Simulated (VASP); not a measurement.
Set up this calculation in VASP 6.6.1, as the native input.

| Quantity | Value |
| --- | --- |
| Task | single point |
| Functional | PBE |
| Potentials or basis | VASP PAW PBE potentials, release 64 (Sb) |
| Cutoff | 520 eV |
| k mesh | 11 × 11 × 11 |
| Occupations | fermi-dirac, width 0.1 eV |
| Spin | no spin polarisation |
| Dipole correction | no |
| Further INCAR settings | ALGO = Normal; EDIFF = 1e-06; NBANDS = 12 |

The structure of Sb lies in POSCAR:

```
Sb
1.0
    1.9614646572     -1.1324521478      3.3437864735
    0.0000000000      2.2649042956      3.3437864735
   -1.9614646572     -1.1324521478      3.3437864735
Sb
2
Direct
    0.2499990065      0.2499990065      0.2499990065
   -0.2499990065     -0.2499990065     -0.2499990065
```

The input as run:

INCAR

```
SYSTEM = Sb
PREC = Accurate
ENCUT = 520
EDIFF = 1E-6
ISMEAR = -1
SIGMA = 0.1
LREAL = .FALSE.
LASPH = .TRUE.
NELM = 80
ALGO = Normal
ISIF = 2
LWAVE = .FALSE.
LCHARG = .FALSE.
GGA = PE
NBANDS = 12
```

KPOINTS

```
Automatic mesh
0
G
  11 11 11
  0 0 0
```

Potentials or basis: VASP PAW PBE potentials, release 64 (Sb).

Run with:

```bash
$ cat potpaw_PBE.64/Sb/POTCAR > POTCAR
$ mpirun -np 1 vasp_std > vasp.out
```

It gave:

```yaml
Pressure: 33.1 GPa
Band_gap_on_the_k_mesh: zero (band 5 reaches 12.27 eV, above the bottom of band 6 at 10.70 eV)
```

Caveat: spin-orbit coupling is left out, which moves the levels of the heavy elements.

Run time: 66 s on 1 thread of Intel(R) Xeon(R) Platinum 8259CL CPU @ 2.50GHz (Skylake/Cascade Lake), on a shared host, peak memory 0.21 GiB.
